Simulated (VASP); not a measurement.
Set up this calculation in VASP 6.6.1, as the native input.

```yaml
Task: single point
Functional: PBE
Dispersion: D3(BJ)
Potentials_or_basis: VASP PAW PBE potentials, release 64 (Al)
Cutoff: 520 eV
k_mesh: 2 × 2 × 2, shifted
Occupations: fermi-dirac, width 0.05 eV
Spin: no spin polarisation
Dipole_correction: no
Further_INCAR_settings: LREAL = Auto; ALGO = Fast; EDIFF = 1e-07; NBANDS = 38
```

The structure of Al lies in POSCAR:

```
Al
1.0
    4.0479600000      4.0479600000     -4.0479600000
   -4.0479600000     -4.0479600000     -4.0479600000
   -4.0479600000      4.0479600000      4.0479600000
Al
16
Direct
    0.2500000000      0.7500000000      0.0000000000
    0.5000000000      0.5000000000      0.0000000000
    0.7500000000      0.2500000000      0.0000000000
    0.7500000000      0.7500000000      0.5000000000
    0.0000000000      0.7500000000      0.2500000000
    0.2500000000      0.5000000000      0.2500000000
    0.5000000000      0.2500000000      0.2500000000
    0.7500000000      0.0000000000      0.2500000000
    0.0000000000      0.0000000000      0.0000000000
    0.5000000000      0.7500000000      0.7500000000
    0.7500000000      0.5000000000      0.7500000000
    0.0000000000      0.5000000000      0.5000000000
    0.2500000000      0.2500000000      0.5000000000
    0.5000000000      0.0000000000      0.5000000000
    0.0000000000      0.2500000000      0.7500000000
    0.2500000000      0.0000000000      0.7500000000
```

One way to write it, as run:

INCAR

```
PREC     = Accurate       # precision mode
ENCUT    = 520            # plane-wave cutoff, eV
EDIFF    = 1E-7           # SCF threshold, eV
ISMEAR   = -1             # smearing method
SIGMA    = 0.05           # smearing width, eV
LREAL    = Auto         
LASPH    = True           # aspherical terms in the spheres
NELM     = 80             # most SCF steps
ALGO     = Fast           # electronic algorithm
ISIF     = 2              # what is computed and relaxed
LWAVE    = False          # write WAVECAR
LCHARG   = True           # write CHGCAR
GGA      = PE             # functional
IVDW     = 12             # dispersion correction
LELF     = True           # ELF
LVHAR    = True         
NBANDS   = 38             # bands
```

KPOINTS

```
Automatic mesh
0
Gamma
  2 2 2
  0.5 0.5 0.5
```

Potentials or basis: VASP PAW PBE potentials, release 64 (Al).

The run is started by

```console
$ cat potpaw_PBE.64/Al/POTCAR > POTCAR
$ mpirun -np 1 vasp_std > vasp.out
```

It gave:

```
Pressure                   : -2.2 GPa
Band gap on the k mesh     : zero (band 24 reaches 7.63 eV, above the bottom of band 25 at 7.19 eV)
Dispersion energy per atom : -0.335 eV
```

Caveat: the k points lie up to 0.55 Å⁻¹ apart; pairwise dispersion overbinds metals, which lowers pressure and volume.

It took 27 s on 1 thread of Intel(R) Xeon(R) 6975P-C (Granite Rapids), on a shared host, peak memory 0.34 GiB.
